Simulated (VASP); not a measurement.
The system is PbO2.

```
Pb O
1.0
     0.00000    2.70199    2.70199
     2.70199    0.00000    2.70199
     2.70199    2.70199    0.00000
Pb O
1 2
Direct
  0.00000 0.00000 0.00000
  0.75000 0.75000 0.75000
  0.25000 0.25000 0.25000
```

Base run:

| Property | Result |
| --- | --- |
| Program | VASP 6.6.1 |
| Functional | revPBE |
| Potentials or basis | VASP PAW PBE potentials, release 64 (Pb_d, O) |
| Cutoff | 520 eV |
| k mesh | 9 × 9 × 9 |
| Occupations | fermi-dirac, width 0.05 eV |
| Spin | no spin polarisation |

Its results: band gap on the k mesh zero (band 13 reaches 5.69 eV, above the bottom of band 14 at 4.54 eV); pressure 3.4 GPa.

**Question.** The run is repeated on the same cell with these changes: functional from revPBE to r2SCAN. What comes out?

**Answer.** Band gap on the k mesh zero (band 13 reaches 5.23 eV, above the bottom of band 14 at 4.05 eV); pressure -5.7 GPa.

Caveats: the PAW data sets were made with another functional, which shifts forces and pressure a little; spin-orbit coupling is left out, which moves the levels of the heavy elements.
